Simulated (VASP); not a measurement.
Write the native input for VASP 6.6.1 that does the following.

| Property | Result |
| --- | --- |
| Task | single point |
| Functional | LDA |
| Potentials or basis | VASP PAW LDA potentials, release 64 (Ba_sv, As) |
| Cutoff | 520 eV |
| k mesh | 9 × 9 × 9 |
| Occupations | fermi-dirac, width 0.0231 eV |
| Spin | no spin polarisation |
| Dipole correction | no |
| Further INCAR settings | ALGO = Normal; EDIFF = 1e-06; NBANDS = 34 |

The structure of Ba2As lies in POSCAR:

```
Ba2As
1.0
   -2.5767884400      2.5767884400      8.7198922700
    2.5767884400     -2.5767884400      8.7198922700
    2.5767884400      2.5767884400     -8.7198922700
Ba As
4 2
Direct
    0.5000000000      0.0000000000      0.5000000000
    0.0000000000      0.5000000000      0.5000000000
    0.3250000000      0.3250000000      0.0000000000
    0.6750000000      0.6750000000      0.0000000000
    0.1360000000      0.1360000000      0.0000000000
    0.8640000000      0.8640000000      0.0000000000
```

The input as run:

INCAR

```
ALGO = Normal ; EDIFF = 1E-6
ENCUT = 520 ; GGA = CA
ISIF = 2 ; ISMEAR = -1
LASPH = True ; LCHARG = False
LREAL = False ; LWAVE = False
NBANDS = 34 ; NELM = 100
PREC = Accurate ; SIGMA = 0.0231
```

KPOINTS

```
k-points
0
Gamma
  9 9 9
```

Potentials or basis: VASP PAW LDA potentials, release 64 (Ba_sv, As).

The run is started by

```console
$ cat potpaw_LDA.64/Ba_sv/POTCAR potpaw_LDA.64/As/POTCAR > POTCAR
$ mpirun -np 1 vasp_std > vasp.out
```

It gave:

```
Pressure               : -2.1 GPa
Largest force          : 0.604 eV/Å
Band gap on the k mesh : zero (band 25 reaches 3.10 eV, above the bottom of band 26 at 2.66 eV)
```

Caveat: spin-orbit coupling is left out, which moves the levels of the heavy elements.

It took 12 min on 1 thread of Intel(R) Xeon(R) 6975P-C (Granite Rapids), with other jobs on the host, peak memory 0.8 GiB.
